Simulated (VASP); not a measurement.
# Nb: relaxation of cell and atoms with PBEsol

Crystal: Nb.

```xyz
2
Lattice="2.8007 0.0000 0.0000 -1.4003 2.4254 0.0000 0.0000 0.0000 5.2584" Properties=species:S:1:pos:R:3 pbc="T T T"
Nb    0.0000    1.6170    1.3146
Nb    1.4003    0.8085    3.9438
```

```
Program                : VASP 6.6.1
Task                   : relaxation of cell and atoms
Functional             : PBEsol
Potentials or basis    : VASP PAW PBE potentials, release 64 (Nb_sv)
Cutoff                 : 500 eV
k mesh                 : 9 × 9 × 4
Occupations            : gaussian, width 0.1 eV
Spin                   : no spin polarisation
Dipole correction      : no
Further INCAR settings : ALGO = Normal; EDIFF = 1e-07; IBRION = 2; EDIFFG = -0.04; NSW = 90; ISIF = 3
```

```
Relaxed volume                         : 17.99 Å³/atom
Relaxed cell                           : a = 2.813 Å, b = 2.813 Å, c = 5.250 Å, α = 90.00°, β = 90.00°, γ = 120.00°
Space group after relaxing (to 0.05 Å) : P6_3/mmc (No. 194)
Energy gained by relaxing              : 0.9 meV/atom
Ionic steps                            : 4
Pressure after relaxing                : 0.0 GPa
Band gap on the k mesh                 : zero (band 13 reaches 13.51 eV, above the bottom of band 14 at 10.67 eV)
```

The path:
| step | energy change (eV) | largest force (eV/Å) | pressure (GPa) | volume (Å³) |
| --- | --- | --- | --- | --- |
| 1 | 0.0000 | 0.0000 | 1.42 | 35.72 |
| 2 | 0.0031 | 0.0000 | -2.71 | 36.54 |
| 3 | -0.0016 | 0.0000 | -0.14 | 36.02 |
| 4 | -0.0018 | 0.0000 | 0.00 | 35.98 |

Final structure:
```xyz
2
Lattice="2.8132 0.0000 0.0000 -1.4066 2.4363 0.0000 0.0000 0.0000 5.2497" Properties=species:S:1:pos:R:3 pbc="T T T"
Nb    0.0000    1.6242    1.3124
Nb    1.4066    0.8121    3.9373
```

Levels at points of the mesh, in eV from the Fermi level:
```csv
k point,band 10,band 11,band 12,band 13,band 14,band 15,band 16,band 17
"(0.00, 0.00, 0.00)",-4.01,-1.23,0.35,0.35,0.38,0.77,0.77,2.84
"(0.00, 0.00, 0.50)",-4.72,-1.40,-1.40,0.42,0.42,0.42,0.42,3.88
```

Run time: 26 s on 1 thread of Intel(R) Xeon(R) 6975P-C (Granite Rapids), on a shared host, peak memory 0.15 GiB.

Caveat: the PAW data sets were made with another functional, which shifts forces and pressure a little.
